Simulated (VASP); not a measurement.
Runs of VASP 6.6.1 on KMgF3. The structure is that of space group Pm-3m (No. 221), or close to it. The cells are those of the table. 

| task | cell | gap on the mesh (eV) | pressure (GPa) |
| --- | --- | --- | --- |
| single point | a = 4.016 Å, 5 atoms | 7.29 | 1.5 |
| relaxation of cell and atoms | relaxed to 5 GPa from a = 3.986 Å, 5 atoms | 7.63 | 5.0 |
| relaxation of cell and atoms | relaxed to 10 GPa from a = 3.986 Å, 5 atoms | 8.12 | 10.8 |
| single point | a = 4.099 Å, 5 atoms | 6.84 | (a) |
| single point | a = 3.901 Å, 5 atoms | 8.00 | 9.4 |
| single point | a = 4.055 Å, 5 atoms | 7.08 | -0.6 |
| relaxation of cell and atoms | relaxed to 2 GPa from a = 3.986 Å, 5 atoms | (b) | 3.2 |
| relaxation of cell and atoms | relaxed to -2 GPa from a = 3.986 Å, 5 atoms | 7.02 | -1.0 |

Alike in all rows: level PBE; potentials or basis VASP PAW PBE potentials, release 64 (K_sv, Mg, F); no spin polarisation; k mesh 3 × 3 × 3; cutoff (eV) 600; smearing gaussian 0.01 eV.

Question: Estimate the missing entries.

Answer: (a) -2.6; (b) 7.47.

Caveats: all runs use coarse meshes; the cell is relaxed towards a set pressure, so the enthalpy falls and the energy may rise (some runs); the relaxation stopped at its first step, so nothing moved (some runs).

A k mesh can miss the band edges.
